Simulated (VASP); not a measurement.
# BaS (I4/mmm) in VASP: a series of runs

The runs below take BaS through electric field gradients, with PBE.

Everything below comes from runs of VASP 6.6.1. Logs are shortened: lines on timing, memory, paths and dates and some standing lists are left out, and cuts for length are marked.

### Step 1. The cell of the first run

It takes space group I4/mmm (No. 139, tetragonal). Conventional cell: a = 4.697 Å, b = 4.697 Å, c = 6.388 Å, α = 90.00°, β = 90.00°, γ = 90.00°. Within 4.2 Å of Ba (site symmetry 4/mmm) lie 6 S at 3.19 to 3.32 Å. Within 4.2 Å of S (site symmetry 4/mmm) lie 6 Ba at 3.19 to 3.32 Å.

### Step 2. Electric field gradients, PBE (x and y stretched by +4 %, z held)

INCAR reads:

```
ALGO     = Normal         # electronic algorithm
EDIFF    = 1E-8           # SCF threshold, eV
ENCUT    = 520            # plane-wave cutoff, eV
GGA      = PE             # functional
ISIF     = 2              # what is computed and relaxed
ISMEAR   = -1             # smearing method
LASPH    = T              # aspherical terms in the spheres
LCHARG   = F              # write CHGCAR
LEFG     = T            
LREAL    = F              # projectors in reciprocal space
LWAVE    = F              # write WAVECAR
NBANDS   = 15             # bands
NELM     = 80             # most SCF steps
PREC     = Accurate       # precision mode
SIGMA    = 0.01           # smearing width, eV
```

KPOINTS reads:

```
k-points
0
Gamma
  7 7 7
```

POSCAR reads:

```
BaS
1.0
    0.0000000000      3.3215000000      3.1937500000
    3.3215000000      0.0000000000      3.1937500000
    3.3215000000      3.3215000000      0.0000000000
Ba S
1 1
Direct
    0.0000000000      0.0000000000      0.0000000000
    0.5000000000      0.5000000000      0.5000000000
```

Potentials or basis: VASP PAW PBE potentials, release 64 (Ba_sv, S).

Launch:

```
$ cat potpaw_PBE.64/Ba_sv/POTCAR potpaw_PBE.64/S/POTCAR > POTCAR
$ mpirun -np 1 vasp_std > vasp.out
```

OUTCAR:

```text
EDIFF = 1E-8
   ENCUT = 520
   GGA = PE
   ISIF = 2
   ISMEAR = -1
   LASPH = T
   LREAL = F
   NELM = 80
   PREC = Accurate

 ion  position               nearest neighbor table
   1  0.000  0.000  0.000-   2 3.19   2 3.19   2 3.32   2 3.32   2 3.32   2 3.32
   2  0.500  0.500  0.500-   1 3.19   1 3.19   1 3.32   1 3.32   1 3.32   1 3.32

  LATTYP: Found a body centered tetragonal cell.
 ALAT       =     4.6973103474
 C/A-ratio  =     1.3598207331

  Lattice vectors:

 A1 = (   0.0000000000,  -3.3215000000,  -3.1937500000)
 A2 = (   0.0000000000,   3.3215000000,  -3.1937500000)
 A3 = (   3.3215000000,   0.0000000000,   3.1937500000)

Analysis of symmetry for initial positions (statically):
=====================================================================
 Subroutine PRICEL returns:
 Original cell was already a primitive cell.

 Routine SETGRP: Setting up the symmetry group for a
 body centered tetragonal supercell.

 Subroutine GETGRP returns: Found 16 space group operations
 (whereof 16 operations were pure point group operations)
 out of a pool of 16 trial point group operations.

The static configuration has the point symmetry D_4h.

Analysis of symmetry for dynamics (positions and initial velocities):
=====================================================================
 Subroutine PRICEL returns:
 Original cell was already a primitive cell.

 Routine SETGRP: Setting up the symmetry group for a
 body centered tetragonal supercell.

 Subroutine GETGRP returns: Found 16 space group operations
 (whereof 16 operations were pure point group operations)
 out of a pool of 16 trial point group operations.

The dynamic configuration has the point symmetry D_4h.

 Subroutine INISYM returns: Found 16 space group operations
 (whereof 16 operations are pure point group operations),
 and found     1 'primitive' translations

----------------------------------------------------------------------------------------

                                     Primitive cell

  volume of cell :      70.4692

  direct lattice vectors                    reciprocal lattice vectors
     0.000000000  3.321500000  3.193750000    -0.150534397  0.150534397  0.156555773
     3.321500000  0.000000000  3.193750000     0.150534397 -0.150534397  0.156555773
     3.321500000  3.321500000  0.000000000     0.150534397  0.150534397 -0.156555773

  length of vectors
     4.607862988  4.607862988  4.697310347     0.264255406  0.264255406  0.264255406

  position of ions in fractional coordinates (direct lattice)
     0.000000000  0.000000000  0.000000000
     0.500000000  0.500000000  0.500000000

  ion indices of the primitive-cell ions
   primitive index   ion index
                 1           1
                 2           2

----------------------------------------------------------------------------------------

 KPOINTS: k-points

Automatic generation of k-mesh.
 Grid dimensions read from file:
 generate k-points for:    7    7    7

 Generating k-lattice:

  Cartesian coordinates                     Fractional coordinates (reciprocal lattice)
    -0.021504914  0.021504914  0.022365110     0.142857143  0.000000000  0.000000000
     0.021504914 -0.021504914  0.022365110     0.000000000  0.142857143  0.000000000
     0.021504914  0.021504914 -0.022365110     0.000000000  0.000000000  0.142857143

  Length of vectors
     0.037750772  0.037750772  0.037750772

  Shift w.r.t. Gamma in fractional coordinates (k-lattice)
     0.000000000  0.000000000  0.000000000

 Subroutine IBZKPT returns following result:
 ===========================================

 Found     40 irreducible k-points:

 Following reciprocal coordinates:
[... 33 lines left out ...]
   NGXF,Y,Z  is equivalent  to a cutoff of  25.98, 25.98, 25.48 a.u.
 SYSTEM =  unknown system
   PREC   = accura    normal or accurate (medium, high low for compatibility)
   ISTART =      0    job   : 0-new  1-cont  2-samecut
   ICHARG =      2    charge: 1-file 2-atom 10-const
   ISPIN  =      1    spin polarized calculation?
   LNONCOLLINEAR =      F non collinear calculations
   LSORBIT =      F    spin-orbit coupling
   LASPH  =      T    aspherical Exc in radial PAW
   ENCUT  =  520.0 eV  38.22 Ry    6.18 a.u.   8.57  8.57  8.73*2*pi/ulx,y,z
   NELM   =     80;   NELMIN=  2; NELMDL= -5     # of ELM steps
   EDIFF  = 0.1E-07   stopping-criterion for ELM
   LREAL  =      F    real-space projection
   EDIFFG = 0.1E-06   stopping-criterion for IOM
   NSW    =      0    number of steps for IOM
   IBRION =     -1    ionic relax: 0-MD 1-quasi-New 2-CG
   NFREE  =      0    steps in history (QN), initial steepest desc. (CG)
   ISIF   =      2    stress and relaxation
   ISYM   =      2    0-nonsym 1-usesym 2-fastsym
   POTIM  = 0.5000    time-step for ionic-motion
   TEBEG  =    0.0;   TEEND  =   0.0 temperature during run
   PSTRESS=    0.0 pullay stress
   NELECT =      16.0000    total number of electrons
   NUPDOWN=      -1.0000    fix difference up-down
   EMIN   =  10.00;   EMAX   =-10.00  energy-range for DOS
   EFERMI =   0.00;   METHOD = LEGACY
   ISMEAR =    -1;   SIGMA  =   0.01  broadening in eV -4-tet -1-fermi 0-gaus
   EFERMI_NEDOS =   21; number of points for ismear=-14 and -15
   IALGO  =     38    algorithm
   IMIX   =      4    mixing-type and parameters
     AMIX     =   0.40;   BMIX     =  1.00
     AMIX_MAG =   1.60;   BMIX_MAG =  1.00
  volume/ion in A,a.u.               =      35.23       237.77
  Fermi-wavevector in a.u.,A,eV,Ry     =   0.998731  1.887327 13.571305  0.997463
  Thomas-Fermi vector in A             =   2.130974
   LORBIT       =      0    0 simple, 1 ext, 2 COOP (PROOUT), +10 PAW based schemes
   GGA     = PE    functional components
   LHFCALC =     F    Hartree Fock is set to
   AEXX    =    0.0000 exact exchange contribution
   IVDW    =     0    specifies the selected vdW correction
   LEPSILON=     F    determine dielectric tensor
   LRPA    =     F    only Hartree local field effects (RPA)
 non-spin polarized calculation
  energy-cutoff  :      520.00
  volume of cell :       70.47
 maximum number of plane-waves:      1932
 NGX is ok and might be reduce to    36
   NGX = 17   NGY = 17   NGZ = 17

 number of electron      15.9999999 magnetization

 Free energy of the ion-electron system (eV)
  ---------------------------------------------------
  ext. energy  EPLUGINS =         0.00000000
  ---------------------------------------------------
  free energy    TOTEN  =       -10.16308322 eV

  energy without entropy =      -10.16308322  energy(sigma->0) =      -10.16308322

 E-fermi :   1.3525     XC(G=0):  -8.3021

 val. band max:        1.1374737660   @ k =   0.0000   0.0000   0.0000
 cond. band min:       3.3310876605   @ k =   0.4286   0.4286   0.0000
 fundamental gap:      2.1936138945
 Fermi energy:         1.3525463543

 k-point     1 :       0.0000    0.0000    0.0000
  band No.  band energies     occupation
      1     -25.2621      2.00000
      2     -10.3280      2.00000
      3     -10.3280      2.00000
      4     -10.3207      2.00000
      5      -9.1806      2.00000
      6       1.0355      2.00000
      7       1.0355      2.00000
      8       1.1375      2.00000
      9       4.2556      0.00000
     10       4.8327      0.00000
     11       4.8327      0.00000
     12       5.0818      0.00000
     13       5.6499      0.00000
     14       5.9216      0.00000
[... 401 lines left out ...]
      2     -10.9459      2.00000
      3     -10.4980      2.00000
      4     -10.4049      2.00000
      5      -8.5417      2.00000
      6      -0.2010      2.00000
      7       0.2977      2.00000
      8       0.4573      2.00000
      9       5.0442      0.00000
     10       6.0691      0.00000
     11       7.0924      0.00000
     12       7.5128      0.00000
     13       8.5450      0.00000
     14       9.6130      0.00000
     15       9.7014      0.00000

 [... further k-points ...]

------------------------ aborting loop because EDIFF is reached ----------------------------------------

  FORCE on cell =-STRESS in cart. coord.  units (eV):
  Direction    XX          YY          ZZ          XY          YZ          ZX
  --------------------------------------------------------------------------------------
  -------------------------------------------------------------------------------------
  Total       -1.0503869     -1.0503869      0.0205238      0.0000000      0.0000000      0.0000000
  in kB      -23.8814371    -23.8814371      0.4666251      0.0000000      0.0000000      0.0000000
  external PRESSURE =     -15.7654164 kB  Pullay stress =       0.0000000 kB

 VOLUME and BASIS-vectors are now :
 -----------------------------------------------------------------------------
  energy-cutoff  :      520.00
  volume of cell :       70.47
      direct lattice vectors                 reciprocal lattice vectors
     0.000000000  3.321500000  3.193750000    -0.150534397  0.150534397  0.156555773
     3.321500000  0.000000000  3.193750000     0.150534397 -0.150534397  0.156555773
     3.321500000  3.321500000  0.000000000     0.150534397  0.150534397 -0.156555773

 POSITION                                       TOTAL-FORCE (eV/Angst)
 -----------------------------------------------------------------------------------
      0.00000      0.00000      0.00000         0.000000     -0.000000      0.000000
      3.32150      3.32150      3.19375        -0.000000      0.000000     -0.000000
 -----------------------------------------------------------------------------------
    total drift:                                0.000000      0.000000      0.000000

  FREE ENERGIE OF THE ION-ELECTRON SYSTEM (eV)
  ---------------------------------------------------
  free  energy   TOTEN  =       -10.1630832161 eV

  energy  without entropy=      -10.1630832161  energy(sigma->0) =      -10.16308322

 Electric field gradients (V/A^2)
---------------------------------------------------------------------
 ion       V_xx      V_yy      V_zz      V_xy      V_xz      V_yz
---------------------------------------------------------------------
   1      23.890    23.890   -47.779    -0.000    -0.000    -0.000
   2       6.458     6.458   -12.915    -0.000    -0.000    -0.000
---------------------------------------------------------------------

 Electric field gradients after diagonalization (V/A^2)
 (convention: |V_zz| > |V_xx| > |V_yy|)
----------------------------------------------------------------------
 ion       V_xx      V_yy      V_zz     asymmetry (V_yy - V_xx)/ V_zz
----------------------------------------------------------------------
   1      23.890    23.890   -47.779       0.000
   2       6.458     6.457   -12.915       0.000
----------------------------------------------------------------------

           NMR quadrupolar parameters

 Cq : quadrupolar parameter    Cq=e*Q*V_zz/h
 eta: asymmetry parameters     (V_yy - V_xx)/ V_zz
 Q  : nuclear electric quadrupole moment in mb (millibarn)
----------------------------------------------------------------------
 ion       Cq(MHz)       eta       Q (mb)
----------------------------------------------------------------------
   1      -0.116       0.000       1.000
   2      -0.031       0.000       1.000
----------------------------------------------------------------------
```

Run time: 48 s. Hardware: 1 thread of Intel Xeon Platinum 8375C at 2.90GHz (Ice Lake), shared host; peak memory 0.22 GiB.

What came out:

```yaml
Free_energy: -10.1631 eV
Pressure: -1.6 GPa
Band_gap_on_the_k_mesh: 2.19 eV, indirect (least direct gap 2.38 eV)
```

Stress tensor (GPa, compression positive):
```
-2.39  0.00  0.00
 0.00 -2.39  0.00
 0.00  0.00  0.05
```

Electric field gradients, principal values (V/Å²):
```tsv
atom	least	middle	greatest (by size)
1 Ba	23.890	23.890	-47.779
2 S	6.457	6.458	-12.915
```

Caveat: the cell differs from its parent crystal (x and y stretched by +4 %, z held); without QUAD_EFG the Cq values of the log hold for a quadrupole moment of 1 mb, not for the nuclei; spin-orbit coupling is left out, which moves the levels of the heavy elements.

### Step 3. Electric field gradients, PBE (x and y stretched by +4 %, z held)

INCAR reads:

```
SYSTEM = BaS
ALGO = Normal ; EDIFF = 1E-8
ENCUT = 520 ; GGA = PE
ISIF = 2 ; ISMEAR = -1
LASPH = .TRUE. ; LCHARG = .FALSE.
LEFG = .TRUE. ; LREAL = .FALSE.
LWAVE = .FALSE. ; NBANDS = 15
NELM = 80 ; PREC = Accurate
SIGMA = 0.01
```

KPOINTS reads:

```
k-points
0
G
  7 7 7
  0 0 0
```

POSCAR is that of step 2.

Potentials or basis: VASP PAW PBE potentials, release 64 (Ba_sv, S).

Launch:

```
$ cat potpaw_PBE.64/Ba_sv/POTCAR potpaw_PBE.64/S/POTCAR > POTCAR
$ mpirun -np 1 vasp_std > vasp.out
```

OUTCAR:

```text
SYSTEM = BaS
   EDIFF = 1E-8
   ENCUT = 520
   GGA = PE
   ISIF = 2
   ISMEAR = -1
   LASPH = .TRUE.
   LREAL = .FALSE.
   NELM = 80
   PREC = Accurate

 ion  position               nearest neighbor table
   1  0.000  0.000  0.000-   2 3.19   2 3.19   2 3.32   2 3.32   2 3.32   2 3.32
   2  0.500  0.500  0.500-   1 3.19   1 3.19   1 3.32   1 3.32   1 3.32   1 3.32

  LATTYP: Found a body centered tetragonal cell.
 ALAT       =     4.6973103474
 C/A-ratio  =     1.3598207331

  Lattice vectors:

 A1 = (   0.0000000000,  -3.3215000000,  -3.1937500000)
 A2 = (   0.0000000000,   3.3215000000,  -3.1937500000)
 A3 = (   3.3215000000,   0.0000000000,   3.1937500000)

Analysis of symmetry for initial positions (statically):
=====================================================================
 Subroutine PRICEL returns:
 Original cell was already a primitive cell.

 Routine SETGRP: Setting up the symmetry group for a
 body centered tetragonal supercell.

 Subroutine GETGRP returns: Found 16 space group operations
 (whereof 16 operations were pure point group operations)
 out of a pool of 16 trial point group operations.

The static configuration has the point symmetry D_4h.

Analysis of symmetry for dynamics (positions and initial velocities):
=====================================================================
 Subroutine PRICEL returns:
 Original cell was already a primitive cell.

 Routine SETGRP: Setting up the symmetry group for a
 body centered tetragonal supercell.

 Subroutine GETGRP returns: Found 16 space group operations
 (whereof 16 operations were pure point group operations)
 out of a pool of 16 trial point group operations.

[... 167 lines left out ...]
     11       4.8327      0.00000
     12       5.0818      0.00000
     13       5.6499      0.00000
     14       5.9216      0.00000
[... 401 lines left out ...]
      2     -10.9459      2.00000
      3     -10.4980      2.00000
      4     -10.4049      2.00000
      5      -8.5417      2.00000
      6      -0.2010      2.00000
      7       0.2977      2.00000
      8       0.4573      2.00000
      9       5.0442      0.00000
     10       6.0691      0.00000
     11       7.0924      0.00000
     12       7.5128      0.00000
     13       8.5450      0.00000
     14       9.6130      0.00000
     15       9.7014      0.00000

 [... further k-points ...]
[... 5 lines left out ...]
  --------------------------------------------------------------------------------------
  -------------------------------------------------------------------------------------
  Total       -1.0503869     -1.0503869      0.0205238      0.0000000      0.0000000      0.0000000
  in kB      -23.8814371    -23.8814371      0.4666251      0.0000000      0.0000000      0.0000000
  external PRESSURE =     -15.7654164 kB  Pullay stress =       0.0000000 kB

 VOLUME and BASIS-vectors are now :
 -----------------------------------------------------------------------------
  energy-cutoff  :      520.00
  volume of cell :       70.47
      direct lattice vectors                 reciprocal lattice vectors
     0.000000000  3.321500000  3.193750000    -0.150534397  0.150534397  0.156555773
     3.321500000  0.000000000  3.193750000     0.150534397 -0.150534397  0.156555773
     3.321500000  3.321500000  0.000000000     0.150534397  0.150534397 -0.156555773

 POSITION                                       TOTAL-FORCE (eV/Angst)
 -----------------------------------------------------------------------------------
      0.00000      0.00000      0.00000         0.000000     -0.000000      0.000000
      3.32150      3.32150      3.19375        -0.000000      0.000000     -0.000000
 -----------------------------------------------------------------------------------
    total drift:                                0.000000      0.000000      0.000000

  FREE ENERGIE OF THE ION-ELECTRON SYSTEM (eV)
  ---------------------------------------------------
  free  energy   TOTEN  =       -10.1630832161 eV

  energy  without entropy=      -10.1630832161  energy(sigma->0) =      -10.16308322

 Electric field gradients (V/A^2)
---------------------------------------------------------------------
 ion       V_xx      V_yy      V_zz      V_xy      V_xz      V_yz
---------------------------------------------------------------------
   1      23.890    23.890   -47.779    -0.000    -0.000    -0.000
   2       6.458     6.458   -12.915    -0.000    -0.000    -0.000
---------------------------------------------------------------------

 Electric field gradients after diagonalization (V/A^2)
 (convention: |V_zz| > |V_xx| > |V_yy|)
----------------------------------------------------------------------
 ion       V_xx      V_yy      V_zz     asymmetry (V_yy - V_xx)/ V_zz
----------------------------------------------------------------------
   1      23.890    23.890   -47.779       0.000
   2       6.458     6.457   -12.915       0.000
----------------------------------------------------------------------

           NMR quadrupolar parameters

 Cq : quadrupolar parameter    Cq=e*Q*V_zz/h
 eta: asymmetry parameters     (V_yy - V_xx)/ V_zz
 Q  : nuclear electric quadrupole moment in mb (millibarn)
----------------------------------------------------------------------
 ion       Cq(MHz)       eta       Q (mb)
----------------------------------------------------------------------
   1      -0.116       0.000       1.000
   2      -0.031       0.000       1.000
----------------------------------------------------------------------
```

Wall time 38 s (1 thread of Intel Xeon Platinum 8375C at 2.90GHz (Ice Lake), shared host); peak memory 0.22 GiB.

Results:

| Item | Value |
| --- | --- |
| Free energy | -10.1631 eV |
| Pressure | -1.6 GPa |
| Band gap on the k mesh | 2.19 eV, indirect (least direct gap 2.38 eV) |

Levels at points of the mesh, in eV from the valence-band top:
| k point | band 6 | band 7 | band 8 | band 9 | band 10 | band 11 |
| --- | --- | --- | --- | --- | --- | --- |
| (0.00, 0.00, 0.00) | -0.10 | -0.10 | 0.00 | 3.12 | 3.70 | 3.70 |

Electric field gradients, principal values (V/Å²):
| atom | least | middle | greatest (by size) |
| --- | --- | --- | --- |
| 1 Ba | 23.890 | 23.890 | -47.779 |
| 2 S | 6.457 | 6.458 | -12.915 |

Caveat: the cell differs from its parent crystal (x and y stretched by +4 %, z held); without QUAD_EFG the Cq values of the log hold for a quadrupole moment of 1 mb, not for the nuclei; spin-orbit coupling is left out, which moves the levels of the heavy elements.
